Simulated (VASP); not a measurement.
A run of VASP 6.6.1:

INCAR

```
SYSTEM = CoO
PREC = Accurate
ENCUT = 520
EDIFF = 1E-7
ISMEAR = -1
SIGMA = 0.05
LREAL = .FALSE.
LASPH = .TRUE.
NELM = 60
ALGO = Normal
ISIF = 2
LWAVE = .FALSE.
LCHARG = .FALSE.
GGA = PE
NBANDS = 23
```

KPOINTS

```
Automatic mesh
0
G
  5 10 10
  0 0 0
```

Contents of POSCAR:

```
CoO
1.0
    0.0000000000      4.2630000000      4.2630000000
    2.1315000000      0.0000000000      2.1315000000
    2.1315000000      2.1315000000      0.0000000000
Co O
2 2
Direct
    0.0000000000      0.0000000000      0.0000000000
    0.5000000000      0.0000000000      0.0000000000
    0.2500000000      0.5000000000      0.5000000000
    0.7500000000      0.5000000000      0.5000000000
```

Potentials or basis: VASP PAW PBE potentials, release 64 (Co, O).

Run with:

```bash
$ cat potpaw_PBE.64/Co/POTCAR potpaw_PBE.64/O/POTCAR > POTCAR
$ mpirun -np 1 vasp_std > vasp.out
```

Hardware: 1 thread of Intel Xeon 8259CL (shared host).

How long does it take, and how much memory?

Wall time 81 s on 1 thread of Intel Xeon 8259CL, on a shared host, peak memory 0.2 GiB. Counts: scf iterations 15, k points 58.
